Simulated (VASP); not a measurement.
**Sb: single point with PBE**

Crystal: Sb.

```xyz
2
Lattice="0.0000 3.3525 3.3525 3.3525 0.0000 3.3525 3.3525 3.3525 0.0000" Properties=species:S:1:pos:R:3 pbc="T T T"
Sb    0.8381    0.8381    0.8381
Sb    5.8669    5.8669    5.8669
```

This cell differs from its parent crystal: volume scaled by 0.88.

| Quantity | Value |
| --- | --- |
| Program | VASP 6.6.1 |
| Task | single point |
| Functional | PBE |
| Potentials or basis | VASP PAW PBE potentials, release 64 (Sb) |
| Cutoff | 520 eV |
| k mesh | 9 × 9 × 9 |
| Occupations | fermi-dirac, width 0.1 eV |
| Spin | no spin polarisation |

The pressure is 5.1 GPa. The band gap on the k mesh is zero (band 5 reaches 5.68 eV, above the bottom of band 6 at 4.58 eV).

Levels at points of the mesh, in eV from the Fermi level:
```tsv
k point	band 1	band 2	band 3	band 4	band 5	band 6	band 7	band 8	band 9	band 10
(0.00, 0.00, 0.00)	-12.18	-4.77	-1.95	-1.95	-1.95	0.46	0.46	0.46	3.94	6.41
```

Run time: 21 s on 1 thread of AMD EPYC 7R13 Processor (Zen 3), on a shared host, peak memory 0.18 GiB.

Caveat: spin-orbit coupling is left out, which moves the levels of the heavy elements.
